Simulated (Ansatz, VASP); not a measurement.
O in VASP and in Ansatz

```
CELL_PARAMETERS angstrom
2.73579 -1.76853 -0.01974
2.66721 1.66047 -0.08832
-2.03995 -0.03566 3.78729
ATOMIC_POSITIONS crystal
O 0.06400 0.06400 0.15300
O 0.93600 0.93600 0.84700
```

Change from the starting cell: equal xy, yz and zx shear strains of -4 %, PAW files.

Alike in both runs: task electric field gradients; functional PBE; k mesh 10 × 10 × 7; occupations fermi-dirac, width 0.02 eV; no spin polarisation.

```csv
,VASP,Ansatz
version,VASP 6.6.1,Ansatz 0.2.0
potentials or method,"VASP PAW PBE potentials, release 64 (O)","PAW with Ansatz's default frozen-core files, scalar-relativistic"
plane-wave cutoff (eV),520,420
valence electrons in the cell,12,12
```

```csv
,VASP,Ansatz,Ansatz less VASP
pressure (GPa),11.7,7.9,-3.76
"traceless stress, the component that is largest in VASP (GPa)",32.42,24.37,-8.055
rms of the force components (eV/Å),4.850,3.509,-1.3402
size of Vzz on the site where it differs most (V/Å²),113.2,112.7,-0.50
```

Atom by atom the forces differ by 1.340 eV/Å (rms over components).

Noted on VASP's run: the standard files for N, O and F lose accuracy on very short bonds; spin is off for a triplet molecule.
